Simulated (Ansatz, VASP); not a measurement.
Hg: VASP beside Ansatz

File INCAR:

```
SYSTEM = Hg
  ALGO = Fast
  EDIFF = 1E-6
  ENCUT = 520
  GGA = PS
  ISIF = 2
  ISMEAR = 0
  LASPH = .TRUE.
  LCHARG = .TRUE.
  LELF = .TRUE.
  LREAL = .FALSE.
  LVHAR = .TRUE.
  LWAVE = .FALSE.
  NBANDS = 19
  NELM = 100
  PREC = Accurate
  SIGMA = 0.1
```

Contents of KPOINTS:

```
k-points
0
G
  12 12 12
  0 0 0
```

The input POSCAR:

```
Hg
1.0
    3.7807521512      0.0000000000      0.0000000000
    0.0000000000      3.7807521512      0.0000000000
    0.0000000000      0.0000000000      3.3093315658
Hg
2
Direct
    0.0000000000      0.0000000000      0.0000000000
    0.5000000000      0.5000000000      0.5000000000
```

Input for Ansatz:

```yaml
crystal:
  lattice:
    - [3.7807521512, 0.0, 0.0]
    - [0.0, 3.7807521512, 0.0]
    - [0.0, 0.0, 3.3093315658]
  atoms:
    - { symbol: Hg, position: [0.0, 0.0, 0.0] }
    - { symbol: Hg, position: [0.5, 0.5, 0.5] }
basis:
  ecutwfc: 420
kpoints:
  mp_grid: { grid: [12, 12, 12] }
hamiltonian:
  xc: pbesol
scf:
  occupations: { method: gaussian, width: 0.1 }
output:
  forces: true
  stress: true
  eigenvalues: true
```

Change from the starting cell: strain along c alone, the other axes held, atoms relaxed: -1.0 %.

Alike in both runs: task single point; functional PBEsol; k mesh 12 × 12 × 12; occupations gaussian, width 0.1 eV; no spin polarisation.

|  | VASP | Ansatz |
| --- | --- | --- |
| version | VASP 6.6.1 | Ansatz 0.2.0 |
| potentials or method | VASP PAW PBE potentials, release 64 (Hg), cutoff 520 eV | scalar-relativistic, plane waves, PAW |
| valence electrons in the cell | 24 | 40 |

```csv
,VASP,Ansatz,Ansatz less VASP
gap on the k mesh at the Fermi level (eV),none,none,-
pressure (GPa),0.6,0.3,-0.37
```

VASP's potentials were made for PBE, not for PBEsol. A gap of «none» marks a metal or a gap that the smearing closes. VASP's potentials hold 24 valence electrons a cell and Ansatz's 40, so a difference there can come from the potentials and not from the codes.

Spin-orbit coupling is off throughout.
